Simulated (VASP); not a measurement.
Here is a VASP 6.6.1 calculation.

Contents of INCAR:

```
SYSTEM = TeAs2
PREC = Accurate ; ENCUT = 520
EDIFF = 1E-6 ; ISMEAR = 0
SIGMA = 0.1 ; LREAL = .FALSE.
LASPH = .TRUE. ; NELM = 80
ALGO = Normal ; ISIF = 2
LWAVE = .FALSE. ; LCHARG = .FALSE.
NBANDS = 25
```

The input KPOINTS:

```
regular mesh
0
G
  8 8 8
  0 0 0
```

Contents of POSCAR:

```
TeAs2
1.0
   -3.5564540000      3.5564540000      2.9405160000
    3.5564540000     -3.5564540000      2.9405160000
    3.5564540000      3.5564540000     -2.9405160000
Te As
2 4
Direct
    0.7500000000      0.2500000000      0.5000000000
    0.0000000000      0.0000000000      0.0000000000
    0.3750000000      0.6250000000      0.2500000000
    0.3750000000      0.1250000000      0.7500000000
    0.3750000000      0.6250000000      0.7500000000
    0.8750000000      0.6250000000      0.2500000000
```

Potentials or basis: VASP PAW LDA potentials, release 64 (Te, As).

Run with:

```bash
$ cat potpaw_LDA.64/Te/POTCAR potpaw_LDA.64/As/POTCAR > POTCAR
$ mpirun -np 1 vasp_std > vasp.out
```

Problem. Predict the pressure.

Solution. -4.9 GPa.

Problem. Estimate the band gap on the k mesh.

Solution. Zero (band 16 reaches 5.89 eV, above the bottom of band 17 at 5.36 eV).

Stress tensor (GPa, compression positive):
```
-4.28  0.00  0.00
 0.00 -4.28  0.00
 0.00  0.00 -6.03
```

Caveat: spin-orbit coupling is left out, which moves the levels of the heavy elements.
